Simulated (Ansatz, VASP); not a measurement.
One calculation of SiNi, two programs

```
CELL_PARAMETERS angstrom
0.00000 2.09898 2.09898
2.09898 0.00000 2.09898
2.09898 2.09898 0.00000
ATOMIC_POSITIONS crystal
Ni 0.00000 0.00000 0.00000
Si 0.50000 0.50000 0.50000
```

Change from the starting cell: volume scaled by 0.72, LAPW.

Alike in both runs: task single point; functional PBEsol; k mesh 14 × 14 × 14; occupations fermi-dirac, width 0.08 eV; no spin polarisation.

```csv
,VASP,Ansatz
version,VASP 6.6.1,Ansatz 0.2.0
potentials or method,"VASP PAW PBE potentials, release 64 (Ni, Si), cutoff 520 eV","all-electron LAPW, scalar-relativistic"
```

```tsv
	VASP	Ansatz	Ansatz less VASP
pressure (GPa)	106.4	105.6	-0.77
```

VASP's potentials were made for PBE, not for PBEsol. Both programs put the cell under a high pressure, so it lies far from rest at this level. Ansatz ran all-electron here, and VASP with PAW potentials.

Noted on VASP's run: the cell as given lies far from equilibrium.
